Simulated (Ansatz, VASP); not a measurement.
**One calculation of FeCo, two programs**

The input INCAR:

```
SYSTEM = FeCo
ALGO     = Normal         ! electronic algorithm
EDIFF    = 1E-6           ! SCF threshold, eV
ENCUT    = 600            ! plane-wave cutoff, eV
GGA      = PE             ! functional
GGA_COMPAT= .False.      
ISIF     = 2              ! what is computed and relaxed
ISMEAR   = -1             ! smearing method
ISPIN    = 2              ! spin polarisation
LASPH    = .True.         ! aspherical terms in the spheres
LCHARG   = .True.         ! write CHGCAR
LELF     = .True.         ! ELF
LMAXMIX  = 4              ! l up to which the mixer works
LORBIT   = 11             ! projections on sites
LREAL    = .False.        ! projectors in reciprocal space
LVHAR    = .True.       
LWAVE    = .False.        ! write WAVECAR
MAGMOM   = 3 2            ! initial moments
NBANDS   = 20             ! bands
NELM     = 200            ! most SCF steps
PREC     = Accurate       ! precision mode
SIGMA    = 0.05           ! smearing width, eV
```

The input KPOINTS:

```
k-points
0
Gamma
  11 11 11
  0 0 0
```

The input POSCAR:

```
FeCo
1.0
    2.8570000000      0.0000000000      0.0000000000
    0.0000000000      2.8570000000      0.0000000000
    0.0000000000      0.0000000000      2.8570000000
Fe Co
1 1
Direct
    0.5000000000      0.5000000000      0.5000000000
    0.0000000000      0.0000000000      0.0000000000
```

Input for Ansatz:

```yaml
crystal:
  lattice:
    - [2.857, 0.0, 0.0]
    - [0.0, 2.857, 0.0]
    - [0.0, 0.0, 2.857]
  atoms:
    - { symbol: Fe, position: [0.5, 0.5, 0.5], spin: 3.0 }
    - { symbol: Co, position: [0.0, 0.0, 0.0], spin: 2.0 }
magnetization:
  spin_polarized: true
kpoints:
  mp_grid: { grid: [11, 11, 11] }
  band_path:
    path:
      - [0.0, 0.0, 0.0]
      - [0.0, 0.5, 0.0]
      - [0.5, 0.5, 0.0]
      - [0.0, 0.0, 0.0]
      - [0.5, 0.5, 0.5]
      - [0.0, 0.5, 0.0]
      - [0.5, 0.5, 0.5]
      - [0.5, 0.5, 0.0]
    npoints: 14
scf:
  occupations: { method: fermi_dirac, width: 0.05 }
hamiltonian:
  xc: pbe
  pseudopotentials: { kind: all_electron, lapw: { basis_error: 0.001 } }
output:
  forces: true
  stress: true
  eigenvalues: true
  populations: true
  dos: { projected: true, de: 0.2, e_range: [-14, 8] }
```

Alike in both runs: task single point; functional PBE; k mesh 11 × 11 × 11; occupations fermi-dirac, width 0.05 eV; collinear spin.

|  | VASP | Ansatz |
| --- | --- | --- |
| version | VASP 6.6.1 | Ansatz 0.2.0 |
| potentials or method | VASP PAW PBE potentials, release 64 (Fe, Co), cutoff 600 eV | all-electron LAPW, scalar-relativistic |

```tsv
	VASP	Ansatz	Ansatz less VASP
pressure (GPa)	-3.2	-2.6	+0.55
net moment per atom (μB)	2.25	2.26	+0.012
size of the moment on the site where the two differ most (μB)	2.77	2.83	+0.058
```

Site moments also hang on the region over which each program counts them. Ansatz ran all-electron here, and VASP with PAW potentials.
